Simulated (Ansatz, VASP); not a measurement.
Si: VASP beside Ansatz

```
Si
1.0
     0.00000    2.71048    2.71048
     2.71048    0.00000    2.71048
     2.71048    2.71048    0.00000
Si
2
Direct
  0.75000 0.75000 0.75000
  0.50000 0.50000 0.50000
```

Alike in both runs: functional PBE; dispersion D3(BJ); k mesh 10 × 10 × 10; occupations gaussian, width 0.02 eV; no spin polarisation.

Ansatz relaxed the structure, and its values are those at the end. VASP's run is a single point on that final structure, the one shown.

```csv
,VASP,Ansatz
version,VASP 6.6.1,Ansatz 0.2.0
potentials or method,"VASP PAW PBE potentials, release 64 (Si), cutoff 520 eV","scalar-relativistic, plane waves, PAW"
valence electrons in the cell,8,8
```

|  | VASP | Ansatz | Ansatz less VASP |
| --- | --- | --- | --- |
| gap on the k mesh at the Fermi level (eV) | 0.57 | 0.57 | -0.002 |
| least direct gap on the mesh (eV) | 2.57 | 2.56 | -0.005 |
| pressure (GPa) | -0.1 | 0.0 | +0.08 |
